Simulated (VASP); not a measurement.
The system is Hf.

```
CELL_PARAMETERS angstrom
3.19670 0.00000 0.00000
-1.59835 2.76842 0.00000
0.00000 0.00000 5.05780
ATOMIC_POSITIONS crystal
Hf 0.33333 0.66667 0.25000
Hf 0.66667 0.33333 0.75000
```

| Quantity | Value |
| --- | --- |
| Program | VASP 6.6.1 |
| Task | relaxation of cell and atoms |
| Functional | PBEsol |
| Potentials or basis | VASP PAW PBE potentials, release 64 (Hf_pv) |
| Cutoff | 600 eV |
| k mesh | 6 × 6 × 4 |
| Occupations | fermi-dirac, width 0.05 eV |
| Spin | no spin polarisation |

At the start: pressure -4.0 GPa; volume 22.38 Å³/atom.

Q: Where does the relaxation end?

A: Over 6 steps the energy falls by 10.9 meV/atom and the volume is 21.53 Å³/atom (-3.8 %); space group P6_3/mmc (No. 194, to 0.1 Å) before and after.

The path:
| step | energy change (eV) | largest force (eV/Å) | pressure (GPa) | volume (Å³) |
| --- | --- | --- | --- | --- |
| 1 | 0.0000 | 0.0000 | -3.96 | 44.76 |
| 2 | 0.0058 | 0.0000 | 5.04 | 41.27 |
| 3 | -0.0215 | 0.0000 | -0.02 | 43.08 |
| 4 | -0.0215 | 0.0000 | 0.07 | 43.05 |
| 5 | -0.0217 | 0.0000 | 0.06 | 43.06 |
| 6 | -0.0217 | 0.0000 | 0.05 | 43.06 |

Final structure:
```
CELL_PARAMETERS angstrom
3.14789 0.00000 0.00000
-1.57394 2.72615 0.00000
0.00000 0.00000 5.01755
ATOMIC_POSITIONS crystal
Hf 0.33333 0.66667 0.25000
Hf 0.66667 0.33333 0.75000
```

Caveat: the k points lie up to 0.38 Å⁻¹ apart in the final cell, too coarse for converged energies and pressures of a metal; the PAW data sets were made with another functional, which shifts forces and pressure a little.
